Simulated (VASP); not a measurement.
# SnSe2 (P-3m1) in VASP: further runs

Runs on SnSe2. Level: PBE+D3(BJ). Tasks: relaxation of shape and atoms at fixed volume.

Program: VASP 6.6.1. These are calculated values, not measurements. Logs are shortened: lines on timing, memory, paths and dates and some standing lists are left out, and cuts for length are marked.

**1. The cell of the first run**

Symmetry: P-3m1, No. 164, trigonal system. Conventional cell: a = 3.800 Å, b = 3.800 Å, c = 5.950 Å, α = 90.00°, β = 90.00°, γ = 120.00°. Within 3.6 Å of Sn (site symmetry -3m) lie 6 Se at 2.70 Å. Within 3.6 Å of Se (site symmetry 3m) lie 3 Sn at 2.70 Å and 3 Se at 3.55 Å.

**2. Relaxation of shape and atoms at fixed volume, PBE+D3(BJ) (24.80 Å³/atom)**

INCAR reads:

```
SYSTEM = SnSe2
  ALGO = Normal
  EDIFF = 1E-7
  EDIFFG = -0.01
  ENCUT = 500
  GGA = PE
  GGA_COMPAT = .False.
  IBRION = 2
  ISIF = 4
  ISMEAR = 0
  IVDW = 12
  LASPH = .True.
  LCHARG = .False.
  LREAL = .False.
  LWAVE = .False.
  NELM = 120
  NELMIN = 4
  NSW = 50
  PREC = Accurate
  SIGMA = 0.02
```

KPOINTS reads:

```
k-points
0
Gamma
  12 12 6
  0 0 0
```

POSCAR reads:

```
SnSe2
1.0
    3.8000404873      0.0000000000      0.0000000000
   -1.9000202437      3.2909315974      0.0000000000
    0.0000000000      0.0000000000      5.9502646221
Sn Se
1 2
Direct
    0.0000000000      0.0000000000      0.0000000000
    0.3333333333      0.6666666667      0.2651136450
    0.6666666667      0.3333333333      0.7348863550
```

Potentials or basis: VASP PAW PBE potentials, release 64 (Sn_d, Se).

On the command line:

```console
$ cat potpaw_PBE.64/Sn_d/POTCAR potpaw_PBE.64/Se/POTCAR > POTCAR
$ mpirun -np 1 vasp_std > vasp.out
```

OUTCAR:

```text
SYSTEM = SnSe2
   EDIFF = 1E-7
   EDIFFG = -0.01
   ENCUT = 500
   GGA = PE
   IBRION = 2
   ISIF = 4
   ISMEAR = 0
   IVDW = 12
   LASPH = .True.
   LREAL = .False.
   NELM = 120
   NELMIN = 4
   NSW = 50
   PREC = Accurate
 IVDW          = 12

 ion  position               nearest neighbor table
   1  0.000  0.000  0.000-   2 2.70   3 2.70   3 2.70   2 2.70   3 2.70   2 2.70
   2  0.333  0.667  0.265-   1 2.70   1 2.70   1 2.70
   3  0.667  0.333  0.735-   1 2.70   1 2.70   1 2.70

  LATTYP: Found a hexagonal cell.
 ALAT       =     3.8000404873
 C/A-ratio  =     1.5658424277

  Lattice vectors:

 A1 = (   3.8000404873,   0.0000000000,   0.0000000000)
 A2 = (  -1.9000202437,   3.2909315974,   0.0000000000)
 A3 = (   0.0000000000,   0.0000000000,   5.9502646221)

Analysis of symmetry for initial positions (statically):
=====================================================================
 Subroutine PRICEL returns:
 Original cell was already a primitive cell.

 Routine SETGRP: Setting up the symmetry group for a
 hexagonal supercell.

 Subroutine GETGRP returns: Found 12 space group operations
 (whereof 12 operations were pure point group operations)
 out of a pool of 24 trial point group operations.

The static configuration has the point symmetry D_3d.

Analysis of symmetry for dynamics (positions and initial velocities):
=====================================================================
 Subroutine PRICEL returns:
 Original cell was already a primitive cell.

 Routine SETGRP: Setting up the symmetry group for a
 hexagonal supercell.

 Subroutine GETGRP returns: Found 12 space group operations
 (whereof 12 operations were pure point group operations)
 out of a pool of 24 trial point group operations.

The dynamic configuration has the point symmetry D_3d.

 Subroutine INISYM returns: Found 12 space group operations
 (whereof 12 operations are pure point group operations),
 and found     1 'primitive' translations

----------------------------------------------------------------------------------------

                                     Primitive cell

  volume of cell :      74.4121

  direct lattice vectors                    reciprocal lattice vectors
     3.800040487  0.000000000  0.000000000     0.263155091  0.151932663  0.000000000
    -1.900020244  3.290931597  0.000000000     0.000000000  0.303865325  0.000000000
     0.000000000  0.000000000  5.950264622     0.000000000  0.000000000  0.168059753
[... 69 lines left out ...]
   number of dos      NEDOS =    301   number of ions     NIONS =      3
   total plane-waves  NPLWV =  37632
   dimension x,y,z NGX =    28 NGY =   28 NGZ =   48
   dimension x,y,z NGXF=    56 NGYF=   56 NGZF=   96
   ions per type =               1   2
   NGX,Y,Z   is equivalent  to a cutoff of  12.25, 12.25, 13.41 a.u.
   NGXF,Y,Z  is equivalent  to a cutoff of  24.50, 24.50, 26.82 a.u.
 SYSTEM =  SnSe2
   PREC   = accura    normal or accurate (medium, high low for compatibility)
   ISTART =      0    job   : 0-new  1-cont  2-samecut
   ICHARG =      2    charge: 1-file 2-atom 10-const
   ISPIN  =      1    spin polarized calculation?
   LNONCOLLINEAR =      F non collinear calculations
   LSORBIT =      F    spin-orbit coupling
   LASPH  =      T    aspherical Exc in radial PAW
   ENCUT  =  500.0 eV  36.75 Ry    6.06 a.u.   6.93  6.93 10.85*2*pi/ulx,y,z
   NELM   =    120;   NELMIN=  4; NELMDL= -5     # of ELM steps
   EDIFF  = 0.1E-06   stopping-criterion for ELM
   LREAL  =      F    real-space projection
   EDIFFG = -.1E-01   stopping-criterion for IOM
   NSW    =     50    number of steps for IOM
   IBRION =      2    ionic relax: 0-MD 1-quasi-New 2-CG
   NFREE  =      1    steps in history (QN), initial steepest desc. (CG)
   ISIF   =      4    stress and relaxation
   ISYM   =      2    0-nonsym 1-usesym 2-fastsym
   POTIM  = 0.5000    time-step for ionic-motion
   TEBEG  =    0.0;   TEEND  =   0.0 temperature during run
   PSTRESS=    0.0 pullay stress
   NELECT =      26.0000    total number of electrons
   NUPDOWN=      -1.0000    fix difference up-down
   EMIN   =  10.00;   EMAX   =-10.00  energy-range for DOS
   EFERMI =   0.00;   METHOD = LEGACY
   ISMEAR =     0;   SIGMA  =   0.02  broadening in eV -4-tet -1-fermi 0-gaus
   EFERMI_NEDOS =   21; number of points for ismear=-14 and -15
   IALGO  =     38    algorithm
   IMIX   =      4    mixing-type and parameters
     AMIX     =   0.40;   BMIX     =  1.00
     AMIX_MAG =   1.60;   BMIX_MAG =  1.00
  volume/ion in A,a.u.               =      24.80       167.39
  Fermi-wavevector in a.u.,A,eV,Ry     =   1.153059  2.178965 18.089556  1.329545
  Thomas-Fermi vector in A             =   2.289706
   LORBIT       =      0    0 simple, 1 ext, 2 COOP (PROOUT), +10 PAW based schemes
   GGA     = PE    functional components
   LHFCALC =     F    Hartree Fock is set to
   AEXX    =    0.0000 exact exchange contribution
   IVDW    =    12    specifies the selected vdW correction
   LEPSILON=     F    determine dielectric tensor
   LRPA    =     F    only Hartree local field effects (RPA)
 conjugate gradient relaxation of ions
 non-spin polarized calculation
 Gauss-broadening in eV      SIGMA  =   0.02
  energy-cutoff  :      500.00
  volume of cell :       74.41
 maximum number of plane-waves:      1910
   NGX = 13   NGY = 13   NGZ = 21

--------------------------------------- Ionic step        1  -------------------------------------------

 number of electron      25.9999997 magnetization

 Free energy of the ion-electron system (eV)
  ---------------------------------------------------
  ext. energy  EPLUGINS =         0.00000000
  ---------------------------------------------------
  free energy    TOTEN  =       -11.75441208 eV

  energy without entropy =      -11.75441208  energy(sigma->0) =      -11.75441208

------------------------ aborting loop because EDIFF is reached ----------------------------------------

 Edisp (eV)   -1.12694

 E8    (eV) :    -0.4932
[... 155 lines left out ...]
--------------------------------------- Ionic step        5  -------------------------------------------

 number of electron      26.0000001 magnetization

 Free energy of the ion-electron system (eV)
  ---------------------------------------------------
  ext. energy  EPLUGINS =         0.00000000
  ---------------------------------------------------
  free energy    TOTEN  =       -11.76302109 eV

  energy without entropy =      -11.76302109  energy(sigma->0) =      -11.76302109

 E-fermi :   5.0042     XC(G=0):  -9.7308

 val. band max:        4.9066276799   @ k =   0.0833   0.0833   0.0000
 cond. band min:       5.0978127417   @ k =   0.0000   0.4167   0.3333
 fundamental gap:      0.1911850618
 Fermi energy:         5.0041645436

 k-point     1 :       0.0000    0.0000    0.0000
  band No.  band energies     occupation
      1     -16.6444      2.00000
      2     -16.6444      2.00000
      3     -16.6093      2.00000
      4     -16.5974      2.00000
      5     -16.5974      2.00000
      6      -9.3012      2.00000
[... 457 lines left out ...]
      4     -16.6002      2.00000
      5     -16.5960      2.00000
      6      -8.9685      2.00000
[... 9 lines left out ...]
     16       9.5288      0.00000
     17       9.8457      0.00000

 [... further k-points ...]

------------------------ aborting loop because EDIFF is reached ----------------------------------------

 Edisp (eV)   -1.12808

 E8    (eV) :    -0.4939
[... 26 lines left out ...]
  FREE ENERGIE OF THE ION-ELECTRON SYSTEM (eV)
  ---------------------------------------------------
  free  energy   TOTEN  =       -12.8910976255 eV

  energy  without entropy=      -12.8910976255  energy(sigma->0) =      -12.89109763

 reached required accuracy - stopping structural energy minimisation
```

OSZICAR:

```text
N       E                     dE             d eps       ncg     rms          rms(c)
DAV:   1     0.192987172984E+03    0.19299E+03   -0.12286E+04  3438   0.172E+03
[... 44 lines left out ...]
DAV:   2    -0.117665535055E+02    0.62069E-02   -0.39839E-02  3963   0.194E+00    0.355E-01
DAV:   3    -0.117633420628E+02    0.32114E-02   -0.59415E-03  4359   0.764E-01    0.141E-01
DAV:   4    -0.117630285891E+02    0.31347E-03   -0.10441E-03  4195   0.407E-01    0.405E-02
DAV:   5    -0.117630199723E+02    0.86168E-05   -0.14894E-04  5251   0.125E-01    0.157E-02
DAV:   6    -0.117630208056E+02   -0.83333E-06   -0.20554E-05  3656   0.471E-02    0.466E-03
DAV:   7    -0.117630210154E+02   -0.20976E-06   -0.16426E-06  4196   0.179E-02    0.188E-03
DAV:   8    -0.117630210942E+02   -0.78831E-07   -0.20924E-07  2683   0.588E-03
   5 F= -.12891098E+02 E0= -.12891098E+02  d E =-.294059E-02
```

Wall time 4.1 min (1 thread of AMD EPYC 9R14 (Zen 4), shared host); peak memory 0.25 GiB.

Results:

```yaml
Free_energy: -12.8911 eV
Energy_gained_by_relaxing: 3.2 meV/atom
Ionic_steps: 5
Pressure_after_relaxing: 1.0 GPa
Band_gap_on_the_k_mesh: 0.19 eV (least direct gap 0.73 eV)
Dispersion_energy_per_atom: -0.376 eV
```

Forces in eV/Å, atoms in the order of the input:
```
Sn   0.000  0.000  0.000
Se   0.000  0.000 -0.002
Se   0.000  0.000  0.002
```

Step by step:
```csv
step,energy change (eV),largest force (eV/Å),pressure (GPa),volume (Å³)
1,0.0000,0.2681,2.30,74.41
2,-0.0052,0.1329,1.84,74.41
3,-0.0068,0.0030,1.38,74.41
4,-0.0087,0.0023,1.23,74.41
5,-0.0097,0.0024,1.02,74.41
```

Final structure:
```
CELL_PARAMETERS angstrom
3.82561 0.00000 0.00000
-1.91281 3.31308 0.00000
0.00000 0.00000 5.87098
ATOMIC_POSITIONS crystal
Sn 0.00000 0.00000 0.00000
Se 0.33333 0.66667 0.27149
Se 0.66667 0.33333 0.72851
```

Levels at points of the mesh, in eV from the valence-band top:
```
           k point  band 9  band 10  band 11  band 12  band 13  band 14  band 15  band 16  band 17
(0.00, 0.00, 0.00)   -0.86    -0.86    -0.76    -0.76    -0.15     0.58     2.81     4.39     4.39
(0.50, 0.00, 0.00)   -4.50    -3.55    -2.89    -2.01    -0.48     1.09     3.34     4.65     4.73
(0.00, 0.00, 0.50)   -2.73    -1.08    -1.08    -0.42    -0.42     2.41     2.65     3.91     3.91
(0.50, 0.00, 0.50)   -5.32    -2.52    -2.16    -1.33    -1.25     0.56     3.72     4.40     5.64
```

Caveat: semilocal functionals underestimate gaps, and a narrow one can read as zero; spin-orbit coupling is left out, which moves the levels of the heavy elements. A k mesh can miss the band edges.

**3. Relaxation of shape and atoms at fixed volume, PBE+D3(BJ) (26.34 Å³/atom)**

This run uses another cell than the first one, of 26.34 Å³/atom.

INCAR reads:

```
PREC = Accurate
ENCUT = 500
EDIFF = 1E-7
ISMEAR = 0
SIGMA = 0.02
LREAL = False
LASPH = True
NELM = 120
ALGO = Normal
ISIF = 4
LWAVE = False
LCHARG = False
GGA = PE
IVDW = 12
IBRION = 2
NSW = 50
EDIFFG = -0.01
GGA_COMPAT = False
NELMIN = 4
```

KPOINTS reads:

```
regular mesh
0
Gamma
  12 12 6
```

POSCAR reads:

```
SnSe2
1.0
    3.8768296708      0.0000000000      0.0000000000
   -1.9384148354      3.3574329811      0.0000000000
    0.0000000000      0.0000000000      6.0705043836
Sn Se
1 2
Direct
    0.0000000000      0.0000000000      0.0000000000
    0.3333333333      0.6666666667      0.2651136450
    0.6666666667      0.3333333333      0.7348863550
```

Potentials or basis: VASP PAW PBE potentials, release 64 (Sn_d, Se).

On the command line:

```console
$ cat potpaw_PBE.64/Sn_d/POTCAR potpaw_PBE.64/Se/POTCAR > POTCAR
$ mpirun -np 1 vasp_std > vasp.out
```

OUTCAR:

```text
PREC = Accurate
   ENCUT = 500
   EDIFF = 1E-7
   ISMEAR = 0
   LREAL = False
   LASPH = True
   NELM = 120
   ISIF = 4
   GGA = PE
   IVDW = 12
   IBRION = 2
   NSW = 50
   EDIFFG = -0.01
   NELMIN = 4
 IVDW          = 12

 ion  position               nearest neighbor table
   1  0.000  0.000  0.000-   2 2.76   3 2.76   3 2.76   2 2.76   3 2.76   2 2.76
   2  0.333  0.667  0.265-   1 2.76   1 2.76   1 2.76
   3  0.667  0.333  0.735-   1 2.76   1 2.76   1 2.76

  LATTYP: Found a hexagonal cell.
 ALAT       =     3.8768296708
 C/A-ratio  =     1.5658424277

  Lattice vectors:

 A1 = (   3.8768296708,   0.0000000000,   0.0000000000)
 A2 = (  -1.9384148354,   3.3574329811,   0.0000000000)
 A3 = (   0.0000000000,   0.0000000000,   6.0705043836)

Analysis of symmetry for initial positions (statically):
=====================================================================
 Subroutine PRICEL returns:
 Original cell was already a primitive cell.

 Routine SETGRP: Setting up the symmetry group for a
 hexagonal supercell.

 Subroutine GETGRP returns: Found 12 space group operations
 (whereof 12 operations were pure point group operations)
 out of a pool of 24 trial point group operations.

The static configuration has the point symmetry D_3d.

Analysis of symmetry for dynamics (positions and initial velocities):
=====================================================================
 Subroutine PRICEL returns:
 Original cell was already a primitive cell.

 Routine SETGRP: Setting up the symmetry group for a
 hexagonal supercell.

 Subroutine GETGRP returns: Found 12 space group operations
 (whereof 12 operations were pure point group operations)
 out of a pool of 24 trial point group operations.

The dynamic configuration has the point symmetry D_3d.

 Subroutine INISYM returns: Found 12 space group operations
 (whereof 12 operations are pure point group operations),
 and found     1 'primitive' translations

[... 99 lines left out ...]
   NSW    =     50    number of steps for IOM
   IBRION =      2    ionic relax: 0-MD 1-quasi-New 2-CG
   NFREE  =      1    steps in history (QN), initial steepest desc. (CG)
   ISIF   =      4    stress and relaxation
   ISYM   =      2    0-nonsym 1-usesym 2-fastsym
   POTIM  = 0.5000    time-step for ionic-motion
   TEBEG  =    0.0;   TEEND  =   0.0 temperature during run
   PSTRESS=    0.0 pullay stress
   NELECT =      26.0000    total number of electrons
   NUPDOWN=      -1.0000    fix difference up-down
   EMIN   =  10.00;   EMAX   =-10.00  energy-range for DOS
   EFERMI =   0.00;   METHOD = LEGACY
   ISMEAR =     0;   SIGMA  =   0.02  broadening in eV -4-tet -1-fermi 0-gaus
   EFERMI_NEDOS =   21; number of points for ismear=-14 and -15
   IALGO  =     38    algorithm
   IMIX   =      4    mixing-type and parameters
     AMIX     =   0.40;   BMIX     =  1.00
     AMIX_MAG =   1.60;   BMIX_MAG =  1.00
  volume/ion in A,a.u.               =      26.34       177.74
  Fermi-wavevector in a.u.,A,eV,Ry     =   1.130220  2.135806 17.380045  1.277397
  Thomas-Fermi vector in A             =   2.266916
   LORBIT       =      0    0 simple, 1 ext, 2 COOP (PROOUT), +10 PAW based schemes
   GGA     = PE    functional components
   LHFCALC =     F    Hartree Fock is set to
   AEXX    =    0.0000 exact exchange contribution
   IVDW    =    12    specifies the selected vdW correction
   LEPSILON=     F    determine dielectric tensor
   LRPA    =     F    only Hartree local field effects (RPA)
 conjugate gradient relaxation of ions
 non-spin polarized calculation
 Gauss-broadening in eV      SIGMA  =   0.02
  energy-cutoff  :      500.00
  volume of cell :       79.01
 maximum number of plane-waves:      2037
   NGX = 15   NGY = 15   NGZ = 23

--------------------------------------- Ionic step        1  -------------------------------------------

 number of electron      26.0000014 magnetization

 Free energy of the ion-electron system (eV)
  ---------------------------------------------------
  ext. energy  EPLUGINS =         0.00000000
  ---------------------------------------------------
  free energy    TOTEN  =       -11.82730753 eV

  energy without entropy =      -11.82730753  energy(sigma->0) =      -11.82730753

------------------------ aborting loop because EDIFF is reached ----------------------------------------

 Edisp (eV)   -1.05904

 E8    (eV) :    -0.4636
[... 237 lines left out ...]
--------------------------------------- Ionic step        7  -------------------------------------------

 number of electron      26.0000010 magnetization

 Free energy of the ion-electron system (eV)
  ---------------------------------------------------
  ext. energy  EPLUGINS =         0.00000000
  ---------------------------------------------------
  free energy    TOTEN  =       -11.83517376 eV

  energy without entropy =      -11.83517376  energy(sigma->0) =      -11.83517376

 E-fermi :   4.1356     XC(G=0):  -9.4031

 val. band max:        4.0269220933   @ k =   0.0833   0.0833   0.0000
 cond. band min:       4.5051394837   @ k =   0.0000   0.4167   0.3333
 fundamental gap:      0.4782173904
 Fermi energy:         4.1355711924

 k-point     1 :       0.0000    0.0000    0.0000
  band No.  band energies     occupation
      1     -17.2766      2.00000
      2     -17.2766      2.00000
      3     -17.2432      2.00000
      4     -17.2328      2.00000
      5     -17.2328      2.00000
      6      -9.7151      2.00000
[... 457 lines left out ...]
      4     -17.2351      2.00000
      5     -17.2318      2.00000
      6      -9.4138      2.00000
[... 9 lines left out ...]
     16       8.8042      0.00000
     17       9.0869      0.00000

 [... further k-points ...]

------------------------ aborting loop because EDIFF is reached ----------------------------------------

 Edisp (eV)   -1.05824

 E8    (eV) :    -0.4631
[... 26 lines left out ...]
  FREE ENERGIE OF THE ION-ELECTRON SYSTEM (eV)
  ---------------------------------------------------
  free  energy   TOTEN  =       -12.8934103226 eV

  energy  without entropy=      -12.8934103226  energy(sigma->0) =      -12.89341032

 reached required accuracy - stopping structural energy minimisation
```

CONTCAR:

```text
SnSe2
   1.00000000000000
     3.8518666444976937   -0.0000000000000000    0.0000000000000000
    -1.9259333222488468    3.3358143661598207    0.0000000000000000
     0.0000000000000000    0.0000000000000000    6.1494423198972914
  Sn              Se
     1     2
Direct
     0.0000000000000000    0.0000000000000000    0.0000000000000000
     0.3333333332999970    0.6666666667000030    0.2596019492537947
     0.6666666667000030    0.3333333332999970    0.7403980507462050

  0.00000000E+00  0.00000000E+00  0.00000000E+00
  0.00000000E+00  0.00000000E+00  0.00000000E+00
  0.00000000E+00  0.00000000E+00  0.00000000E+00
```

It took 5.6 min on 1 thread of AMD EPYC 9R14 (Zen 4), shared host; peak memory 0.26 GiB.

What came out:

* Free energy: -12.8934 eV
* Energy gained by relaxing: 2.4 meV/atom
* Ionic steps: 7
* Pressure after relaxing: -0.7 GPa
* Largest force after relaxing: 0.008 eV/Å
* Band gap on the k mesh: 0.48 eV (least direct gap 0.91 eV)
* Dispersion energy per atom: -0.353 eV

Forces in eV/Å, atoms in the order of the input:
```
Sn   0.000  0.000  0.000
Se   0.000  0.000 -0.008
Se   0.000  0.000  0.008
```

The path:
| step | energy change (eV) | largest force (eV/Å) | pressure (GPa) | volume (Å³) |
| --- | --- | --- | --- | --- |
| 1 | 0.0000 | 0.2026 | -1.76 | 79.01 |
| 2 | -0.0031 | 0.1151 | -1.48 | 79.01 |
| 3 | -0.0045 | 0.0118 | -1.13 | 79.01 |
| 4 | -0.0060 | 0.0108 | -1.00 | 79.01 |
| 5 | -0.0069 | 0.0095 | -0.84 | 79.01 |
| 6 | -0.0062 | 0.0072 | -0.50 | 79.01 |
| 7 | -0.0071 | 0.0080 | -0.74 | 79.01 |

Final structure:
```
Sn Se
1.0
     3.85187    0.00000    0.00000
    -1.92593    3.33581    0.00000
     0.00000    0.00000    6.14944
Sn Se
1 2
Direct
  0.00000 0.00000 0.00000
  0.33333 0.66667 0.25960
  0.66667 0.33333 0.74040
```

Levels at points of the mesh, in eV from the valence-band top:
```tsv
k point	band 9	band 10	band 11	band 12	band 13	band 14	band 15	band 16	band 17
(0.00, 0.00, 0.00)	-0.63	-0.63	-0.42	-0.42	-0.14	0.77	2.98	4.53	4.53
(0.50, 0.00, 0.00)	-4.26	-3.01	-2.51	-1.44	-0.33	1.09	3.59	5.05	5.20
(0.00, 0.00, 0.50)	-2.23	-0.76	-0.76	-0.21	-0.21	2.34	2.85	4.22	4.22
(0.50, 0.00, 0.50)	-4.80	-2.28	-2.00	-0.95	-0.81	0.62	4.01	4.60	5.77
```

Caveat: semilocal functionals underestimate gaps, and a narrow one can read as zero; spin-orbit coupling is left out, which moves the levels of the heavy elements. A k mesh can miss the band edges.

[end of part 1 of 2]
